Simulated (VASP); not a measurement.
Write the native input for VASP 6.6.1 that does the following.

- Task: single point
- Functional: r2SCAN
- Potentials or basis: VASP PAW PBE potentials, release 64 (Al, Ga_d, N)
- Cutoff: 520 eV
- k mesh: 6 × 6 × 6
- Occupations: gaussian, width 0.05 eV
- Spin: no spin polarisation
- Dipole correction: no
- Further INCAR settings: ALGO = Normal; EDIFF = 1e-06; NBANDS = 31

Al3GaN4:

```xyz
8
Lattice="4.2252 0.0000 0.0000 0.0000 4.2252 0.0000 0.0000 0.0000 4.7533" Properties=species:S:1:pos:R:3 pbc="T T T"
Al    2.1126    2.1126    0.0000
Al    2.1126    0.0000    2.3767
Al    0.0000    2.1126    2.3767
Ga    0.0000    0.0000    0.0000
N     3.1455    3.1455    1.2147
N     3.1455    1.0797    3.5387
N     1.0797    3.1455    3.5387
N     1.0797    1.0797    1.2147
```

This cell differs from its parent crystal: strain -0.040 along x and y, +0.080 along z.

One way to write it, as run:

POSCAR

```
Al3GaN4
1.0
    4.2251878009      0.0000000000      0.0000000000
    0.0000000000      4.2251878009      0.0000000000
    0.0000000000      0.0000000000      4.7533362760
Al Ga N
3 1 4
Direct
    0.5000000000      0.5000000000      0.0000000000
    0.5000000000      0.0000000000      0.5000000000
    0.0000000000      0.5000000000      0.5000000000
    0.0000000000      0.0000000000      0.0000000000
    0.7444581602      0.7444581602      0.2555418398
    0.7444581602      0.2555418398      0.7444581602
    0.2555418398      0.7444581602      0.7444581602
    0.2555418398      0.2555418398      0.2555418398
```

INCAR.step1

```
PREC     = Accurate       # precision mode
ENCUT    = 520            # plane-wave cutoff, eV
ISMEAR   = 0              # smearing method
SIGMA    = 0.05           # smearing width, eV
LREAL    = False          # projectors in reciprocal space
LASPH    = True           # aspherical terms in the spheres
NELM     = 100            # most SCF steps
NBANDS   = 31             # bands
GGA      = PE             # functional
ALGO     = Normal         # electronic algorithm
EDIFF    = 1E-4           # SCF threshold, eV
LWAVE    = True           # write WAVECAR
LCHARG   = False          # write CHGCAR
```

INCAR.step2

```
PREC     = Accurate       # precision mode
ENCUT    = 520            # plane-wave cutoff, eV
EDIFF    = 1E-6           # SCF threshold, eV
ISMEAR   = 0              # smearing method
SIGMA    = 0.05           # smearing width, eV
LREAL    = False          # projectors in reciprocal space
LASPH    = True           # aspherical terms in the spheres
NELM     = 100            # most SCF steps
ALGO     = Normal         # electronic algorithm
ISIF     = 2              # what is computed and relaxed
LWAVE    = False          # write WAVECAR
LCHARG   = False          # write CHGCAR
METAGGA  = R2SCAN         # meta-GGA
LMIXTAU  = True         
NBANDS   = 31             # bands
ISTART   = 1
```

KPOINTS

```
Automatic mesh
0
Gamma
  6 6 6
```

Potentials or basis: VASP PAW PBE potentials, release 64 (Al, Ga_d, N).

The run is started by

```console
$ cat potpaw_PBE.64/Al/POTCAR potpaw_PBE.64/Ga_d/POTCAR potpaw_PBE.64/N/POTCAR > POTCAR
$ cp INCAR.step1 INCAR
$ mpirun -np 1 vasp_std > vasp.out
$ cp INCAR.step2 INCAR
$ mpirun -np 1 vasp_std > vasp.out
```

It gave:

| Item | Value |
| --- | --- |
| Pressure | 0.0 GPa |
| Largest force | 0.124 eV/Å |
| Band gap on the k mesh | 3.58 eV (least direct gap 3.63 eV) |

Caveat: the cell differs from its parent crystal (strain -0.040 along x and y, +0.080 along z); the stress differs along the axes, from -16 to 8 GPa; the PAW data sets were made with another functional, which shifts forces and pressure a little.

It took 6.7 min on 1 thread of Intel Xeon 8259CL (shared host), peak memory 0.25 GiB.
